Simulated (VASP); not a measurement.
Here is a VASP 6.6.1 calculation.

The input INCAR:

```
SYSTEM = NaCl
ALGO = Normal
EDIFF = 1E-6
ENCUT = 520
GGA = PS
ISIF = 2
ISMEAR = -1
LASPH = .True.
LCHARG = .False.
LREAL = Auto
LWAVE = .False.
NBANDS = 70
NELM = 60
PREC = Accurate
SIGMA = 0.1034
```

KPOINTS

```
Automatic mesh
0
Gamma
  2 2 2
  0.5 0.5 0.5
```

The input POSCAR:

```
NaCl
1.0
    0.0000000000      5.7380282835     -5.7380282835
   -5.7380282835      0.0000000000     -5.7380282835
   -5.7380282835      5.7380282835      0.0000000000
Na Cl
8 8
Direct
    0.4637823950      0.5070578875      0.0095021316
    0.0590974780      0.4859873222     -0.0210757065
    0.5770532727     -0.0193709397     -0.0178660674
    0.0103194856     -0.0005745005      0.0133534546
    0.5142192325      0.4884145497      0.5407487288
    0.0153578887      0.5292220341      0.4506450426
    0.4944173085      0.0084880202      0.5019873304
   -0.0445387313      0.0015446944      0.5255973570
    0.6823594807      0.7710375030      0.2608045702
    0.2437178646      0.7718123336      0.2809787475
    0.7600471424      0.2123555235      0.2347982501
    0.2491048195      0.2325214227      0.2511265942
    0.7932960200      0.7000706169      0.7334779112
    0.2372633826      0.7710852546      0.7696098349
    0.7511544536      0.2980911588      0.7310349989
    0.2248799476      0.2425271245      0.7362935997
```

Potentials or basis: VASP PAW PBE potentials, release 64 (Na_pv, Cl).

The run is started by

```console
$ cat potpaw_PBE.64/Na_pv/POTCAR potpaw_PBE.64/Cl/POTCAR > POTCAR
$ mpirun -np 1 vasp_std > vasp.out
```

**Question.** What does it give for the band gap on the k mesh?

**Answer.** 4.76 eV.

**Question.** Estimate the pressure.

**Answer.** -0.1 GPa.

**Question.** Estimate the largest force.

**Answer.** 1.754 eV/Å.

Stress tensor (GPa, compression positive):
```
-0.35 -0.11 -0.26
-0.11  0.65  0.34
-0.26  0.34 -0.55
```

Caveat: the atoms stand as in a frame of molecular dynamics; the PAW data sets were made with another functional, which shifts forces and pressure a little; a shifted mesh leaves out Γ, where band edges can lie. A k mesh can miss the band edges.
